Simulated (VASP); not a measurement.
MgB2, 3 atoms in the cell. Symmetry: P6/mmm, No. 191, hexagonal system. The conventional cell has a = 3.022 Å, b = 3.022 Å, c = 3.380 Å, α = 90.00°, β = 90.00°, γ = 120.00°. Mg (site symmetry 6/mmm) has 12 B at 2.43 Å and 6 Mg at 3.02 Å within 3.2 Å. B (site symmetry -6m2) has 3 B at 1.74 Å within 2.3 Å. 

| Item | Value |
| --- | --- |
| Program | VASP 6.6.1 |
| Task | single point |
| Functional | PBEsol |
| Potentials or basis | VASP PAW PBE potentials, release 64 (Mg, B) |
| Cutoff | 520 eV |
| k mesh | 10 × 10 × 8 |
| Occupations | fermi-dirac, width 0.05 eV |
| Spin | no spin polarisation |
| Dipole correction | no |
| Further INCAR settings | ALGO = Normal; EDIFF = 1e-07; NBANDS = 11 |

Potentials or basis: VASP PAW PBE potentials, release 64 (Mg, B).

Run with:

```bash
$ cat potpaw_PBE.64/Mg/POTCAR potpaw_PBE.64/B/POTCAR > POTCAR
$ mpirun -np 1 vasp_std > vasp.out
```

Hardware: 1 thread of Intel(R) Xeon(R) 6975P-C (Granite Rapids) (shared host).

Q: How long does it take, and how much memory?

A: It took 7.9 s on 1 thread of Intel(R) Xeon(R) 6975P-C (Granite Rapids) (shared host), peak memory 0.15 GiB. Counts: scf iterations 14, k points 70.
